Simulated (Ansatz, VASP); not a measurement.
# One calculation of SiF, two programs

Contents of INCAR:

```
ALGO = Normal
EDIFF = 1E-6
ENCUT = 520
GGA = PE
ISIF = 2
ISMEAR = -1
LASPH = T
LCHARG = F
LREAL = F
LWAVE = F
NBANDS = 12
NELM = 60
PREC = Accurate
SIGMA = 0.05
```

The input KPOINTS:

```
k-points
0
Gamma
  12 12 12
```

Contents of POSCAR:

```
SiF
1.0
    1.3386000000      0.7728400000      3.8983100000
   -1.3386000000      0.7728400000      3.8983100000
    0.0000000000     -1.5456800000      3.8983100000
Si F
1 1
Direct
    0.5002550000      0.4945410000      0.5089140000
    0.0016540000      0.0163870000     -0.0155930000
```

File input.yaml:

```yaml
crystal:
  lattice:
    - [1.3386, 0.77284, 3.89831]
    - [-1.3386, 0.77284, 3.89831]
    - [0.0, -1.54568, 3.89831]
  atoms:
    - { symbol: Si, position: [0.500255, 0.494541, 0.508914] }
    - { symbol: F, position: [0.001654, 0.016387, -0.015593] }
hamiltonian:
  xc: pbe
  pseudopotentials: { kind: paw }
kpoints:
  mp_grid: { grid: [12, 12, 12] }
scf:
  occupations: { method: fermi_dirac, width: 0.05 }
output:
  forces: true
  stress: true
  eigenvalues: true
```

Change from the starting cell: atoms moved at random, drawn with an rms of 0.05 Å.

Alike in both runs: task single point; functional PBE; k mesh 12 × 12 × 12; occupations fermi-dirac, width 0.05 eV; no spin polarisation.

|  | VASP | Ansatz |
| --- | --- | --- |
| version | VASP 6.6.1 | Ansatz 0.2.0 |
| potentials or method | VASP PAW PBE potentials, release 64 (Si, F) | Ansatz PAW |
| plane-wave cutoff (eV) | 520 | 420 |
| valence electrons in the cell | 11 | 11 |

|  | VASP | Ansatz | Ansatz less VASP |
| --- | --- | --- | --- |
| gap on the k mesh at the Fermi level (eV) | none | none | - |
| pressure (GPa) | 0.0 | 0.2 | +0.21 |
| traceless stress, the component that is largest in VASP (GPa) | -0.41 | -0.44 | -0.027 |
| rms of the force components (eV/Å) | 0.061 | 0.062 | +0.0004 |

Atom by atom the forces differ by 0.000 eV/Å (rms over components). A gap of «none» marks a metal or a gap that the smearing closes.
